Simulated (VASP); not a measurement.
# Sc (Fm-3m) in VASP: a series of runs, part 2 of 2

VASP 6.6.1.

## Step 5: Single point, PBE (21.77 Å³/atom)

This run uses another cell than the first one, of 21.77 Å³/atom.

Input file INCAR:

```
SYSTEM = Sc
PREC     = Accurate       ! precision mode
ENCUT    = 520            ! plane-wave cutoff, eV
EDIFF    = 1E-6           ! SCF threshold, eV
ISMEAR   = -1             ! smearing method
SIGMA    = 0.08           ! smearing width, eV
LREAL    = .False.        ! projectors in reciprocal space
LASPH    = .True.         ! aspherical terms in the spheres
NELM     = 60             ! most SCF steps
ALGO     = Normal         ! electronic algorithm
ISIF     = 2              ! what is computed and relaxed
LWAVE    = .False.        ! write WAVECAR
LCHARG   = .False.        ! write CHGCAR
GGA      = PE             ! functional
NBANDS   = 12             ! bands
```

Input file KPOINTS:

```
regular mesh
0
Gamma
  16 16 16
  0 0 0
```

Input file POSCAR:

```
Sc
1.0
    0.0000000000      2.2160642329      2.2160642329
    2.2160642329      0.0000000000      2.2160642329
    2.2160642329      2.2160642329      0.0000000000
Sc
1
Direct
    0.0000000000      0.0000000000      0.0000000000
```

Potentials or basis: VASP PAW PBE potentials, release 64 (Sc_sv).

Command:

```console
$ cat potpaw_PBE.64/Sc_sv/POTCAR > POTCAR
$ mpirun -np 1 vasp_std > vasp.out
```

OUTCAR:

```text
SYSTEM = Sc
   PREC = Accurate
   ENCUT = 520
   EDIFF = 1E-6
   ISMEAR = -1
   LREAL = .False.
   LASPH = .True.
   NELM = 60
   ISIF = 2
   GGA = PE

 ion  position               nearest neighbor table
   1  0.000  0.000  0.000-

  LATTYP: Found a face centered cubic cell.
 ALAT       =     4.4321284658

  Lattice vectors:

 A1 = (   0.0000000000,   2.2160642329,   2.2160642329)
 A2 = (   2.2160642329,   0.0000000000,   2.2160642329)
 A3 = (   2.2160642329,   2.2160642329,   0.0000000000)

Analysis of symmetry for initial positions (statically):
=====================================================================
 Subroutine PRICEL returns:
 Original cell was already a primitive cell.

 Routine SETGRP: Setting up the symmetry group for a
 face centered cubic supercell.

 Subroutine GETGRP returns: Found 48 space group operations
 (whereof 48 operations were pure point group operations)
 out of a pool of 48 trial point group operations.

The static configuration has the point symmetry O_h .

Analysis of symmetry for dynamics (positions and initial velocities):
=====================================================================
 Subroutine PRICEL returns:
 Original cell was already a primitive cell.

 Routine SETGRP: Setting up the symmetry group for a
 face centered cubic supercell.

 Subroutine GETGRP returns: Found 48 space group operations
 (whereof 48 operations were pure point group operations)
 out of a pool of 48 trial point group operations.

The dynamic configuration has the point symmetry O_h .

 Subroutine INISYM returns: Found 48 space group operations
 (whereof 48 operations are pure point group operations),
 and found     1 'primitive' translations

----------------------------------------------------------------------------------------

                                     Primitive cell

  volume of cell :      21.7659

  direct lattice vectors                    reciprocal lattice vectors
     0.000000000  2.216064233  2.216064233    -0.225625229  0.225625229  0.225625229
     2.216064233  0.000000000  2.216064233     0.225625229 -0.225625229  0.225625229
     2.216064233  2.216064233  0.000000000     0.225625229  0.225625229 -0.225625229

  length of vectors
     3.133988093  3.133988093  3.133988093     0.390794360  0.390794360  0.390794360

  position of ions in fractional coordinates (direct lattice)
     0.000000000  0.000000000  0.000000000

  ion indices of the primitive-cell ions
   primitive index   ion index
                 1           1

----------------------------------------------------------------------------------------

 KPOINTS: regular mesh

Automatic generation of k-mesh.
 Grid dimensions read from file:
 generate k-points for:   16   16   16

 Generating k-lattice:

  Cartesian coordinates                     Fractional coordinates (reciprocal lattice)
    -0.014101577  0.014101577  0.014101577     0.062500000  0.000000000  0.000000000
     0.014101577 -0.014101577  0.014101577     0.000000000  0.062500000  0.000000000
     0.014101577  0.014101577 -0.014101577     0.000000000  0.000000000  0.062500000

  Length of vectors
     0.024424648  0.024424648  0.024424648

  Shift w.r.t. Gamma in fractional coordinates (k-lattice)
     0.000000000  0.000000000  0.000000000

 Subroutine IBZKPT returns following result:
 ===========================================

 Found    145 irreducible k-points:

 Following reciprocal coordinates:
            Coordinates               Weight
  0.000000  0.000000  0.000000      1.000000
  0.062500  0.000000  0.000000      8.000000
  0.125000  0.000000  0.000000      8.000000
  0.187500  0.000000  0.000000      8.000000
  0.250000  0.000000  0.000000      8.000000
  0.312500  0.000000  0.000000      8.000000
[... 16 lines left out ...]
 -0.125000  0.062500  0.000000     24.000000
 -0.062500  0.062500  0.000000     12.000000
 [... further k-points ...]
   k-points           NKPTS =    145   k-points in BZ     NKDIM =    145   number of bands    NBANDS=     12
   number of dos      NEDOS =    301   number of ions     NIONS =      1
   total plane-waves  NPLWV =  13824
   dimension x,y,z NGX =    24 NGY =   24 NGZ =   24
   dimension x,y,z NGXF=    48 NGYF=   48 NGZF=   48
   ions per type =               1
   NGX,Y,Z   is equivalent  to a cutoff of  12.73, 12.73, 12.73 a.u.
   NGXF,Y,Z  is equivalent  to a cutoff of  25.46, 25.46, 25.46 a.u.
 SYSTEM =  Sc
   PREC   = accura    normal or accurate (medium, high low for compatibility)
   ISTART =      0    job   : 0-new  1-cont  2-samecut
   ICHARG =      2    charge: 1-file 2-atom 10-const
   ISPIN  =      1    spin polarized calculation?
   LNONCOLLINEAR =      F non collinear calculations
   LSORBIT =      F    spin-orbit coupling
   LASPH  =      T    aspherical Exc in radial PAW
   ENCUT  =  520.0 eV  38.22 Ry    6.18 a.u.   5.83  5.83  5.83*2*pi/ulx,y,z
   NELM   =     60;   NELMIN=  2; NELMDL= -5     # of ELM steps
   EDIFF  = 0.1E-05   stopping-criterion for ELM
   LREAL  =      F    real-space projection
   EDIFFG = 0.1E-04   stopping-criterion for IOM
   NSW    =      0    number of steps for IOM
   IBRION =     -1    ionic relax: 0-MD 1-quasi-New 2-CG
   NFREE  =      0    steps in history (QN), initial steepest desc. (CG)
   ISIF   =      2    stress and relaxation
   ISYM   =      2    0-nonsym 1-usesym 2-fastsym
   POTIM  = 0.5000    time-step for ionic-motion
   TEBEG  =    0.0;   TEEND  =   0.0 temperature during run
   PSTRESS=    0.0 pullay stress
   NELECT =      11.0000    total number of electrons
   NUPDOWN=      -1.0000    fix difference up-down
   EMIN   =  10.00;   EMAX   =-10.00  energy-range for DOS
   EFERMI =   0.00;   METHOD = LEGACY
   ISMEAR =    -1;   SIGMA  =   0.08  broadening in eV -4-tet -1-fermi 0-gaus
   EFERMI_NEDOS =   21; number of points for ismear=-14 and -15
   IALGO  =     38    algorithm
   IMIX   =      4    mixing-type and parameters
     AMIX     =   0.40;   BMIX     =  1.00
     AMIX_MAG =   1.60;   BMIX_MAG =  1.00
  volume/ion in A,a.u.               =      21.77       146.88
  Fermi-wavevector in a.u.,A,eV,Ry     =   1.304007  2.464217 23.135826  1.700435
  Thomas-Fermi vector in A             =   2.434972
   LORBIT       =      0    0 simple, 1 ext, 2 COOP (PROOUT), +10 PAW based schemes
   GGA     = PE    functional components
   LHFCALC =     F    Hartree Fock is set to
   AEXX    =    0.0000 exact exchange contribution
   IVDW    =     0    specifies the selected vdW correction
   LEPSILON=     F    determine dielectric tensor
   LRPA    =     F    only Hartree local field effects (RPA)
 non-spin polarized calculation
  energy-cutoff  :      520.00
  volume of cell :       21.77
 maximum number of plane-waves:       604
   NGX = 11   NGY = 11   NGZ = 11

 number of electron      11.0000003 magnetization

 Free energy of the ion-electron system (eV)
  ---------------------------------------------------
  ext. energy  EPLUGINS =         0.00000000
  ---------------------------------------------------
  free energy    TOTEN  =        -6.15301588 eV

  energy without entropy =       -6.11878267  energy(sigma->0) =       -6.13589928

 E-fermi :   4.5137     XC(G=0): -10.3833

 val. band max:        4.5062361479   @ k =  -0.2500   0.3750   0.1250
 cond. band min:       4.5234064586   @ k =  -0.3750   0.1875   0.0625
 fundamental gap:      0.0171703107
 Fermi energy:         4.5137090119

 k-point     1 :       0.0000    0.0000    0.0000
  band No.  band energies     occupation
      1     -44.6020      2.00000
      2     -22.9304      2.00000
      3     -22.9304      2.00000
      4     -22.9304      2.00000
      5      -0.8988      2.00000
      6       6.2575      0.00000
      7       6.2575      0.00000
      8       6.2575      0.00000
      9       7.8815      0.00000
     10       7.8815      0.00000
     11      17.7080      0.00000
     12      21.6185      0.00000
[... 331 lines left out ...]
 k-point    24 :      -0.0625    0.0625    0.0000
  band No.  band energies     occupation
      1     -44.5920      2.00000
      2     -22.9876      2.00000
      3     -22.9468      2.00000
      4     -22.9343      2.00000
      5      -0.6045      2.00000
      6       6.0281      0.00000
      7       6.3685      0.00000
      8       6.3734      0.00000
      9       7.7179      0.00000
     10       7.8865      0.00000
     11      18.0219      0.00000
     12      19.9526      0.00000

 [... further k-points ...]

------------------------ aborting loop because EDIFF is reached ----------------------------------------

  FORCE on cell =-STRESS in cart. coord.  units (eV):
  Direction    XX          YY          ZZ          XY          YZ          ZX
  --------------------------------------------------------------------------------------
  -------------------------------------------------------------------------------------
  Total        1.0814876      1.0814876      1.0814876      0.0000000      0.0000000      0.0000000
  in kB       79.6077076     79.6077076     79.6077076      0.0000000      0.0000000      0.0000000
  external PRESSURE =      79.6077076 kB  Pullay stress =       0.0000000 kB

 VOLUME and BASIS-vectors are now :
 -----------------------------------------------------------------------------
  energy-cutoff  :      520.00
  volume of cell :       21.77
      direct lattice vectors                 reciprocal lattice vectors
     0.000000000  2.216064233  2.216064233    -0.225625229  0.225625229  0.225625229
     2.216064233  0.000000000  2.216064233     0.225625229 -0.225625229  0.225625229
     2.216064233  2.216064233  0.000000000     0.225625229  0.225625229 -0.225625229

 POSITION                                       TOTAL-FORCE (eV/Angst)
 -----------------------------------------------------------------------------------
      0.00000      0.00000      0.00000         0.000000      0.000000      0.000000
 -----------------------------------------------------------------------------------
    total drift:                               -0.000000      0.000000      0.000000

  FREE ENERGIE OF THE ION-ELECTRON SYSTEM (eV)
  ---------------------------------------------------
  free  energy   TOTEN  =        -6.1530158804 eV

  energy  without entropy=       -6.1187826740  energy(sigma->0) =       -6.13589928
```

Wall time 9.2 s (1 thread of Intel Xeon 6975P-C (Granite Rapids), shared host); peak memory 0.15 GiB.

Results:

* Free energy: -6.1530 eV
* Pressure: 8.0 GPa
* Band gap on the k mesh: zero (an odd number of electrons rules out a gap without spin polarisation)

Caveat: the cell stands under pressure.

## Step 6: Overview

| cell | gap on the mesh (eV) | pressure (GPa) |
| --- | --- | --- |
| a = 2.876 Å, angles 60.0°, 1 atom | none | 35.7 |
| a = 3.010 Å, angles 60.0°, 1 atom | none | 18.7 |
| a = 3.134 Å, angles 60.0°, 1 atom | none | 8.0 |

Alike in all rows: task single point; level PBE; potentials or basis VASP PAW PBE potentials, release 64 (Sc_sv); no spin polarisation; k mesh 16 × 16 × 16; cutoff (eV) 520; smearing fermi-dirac 0.08 eV.

Caveats: the cell stands under pressure.

Absolute energies hang on the potentials; compare differences alone.
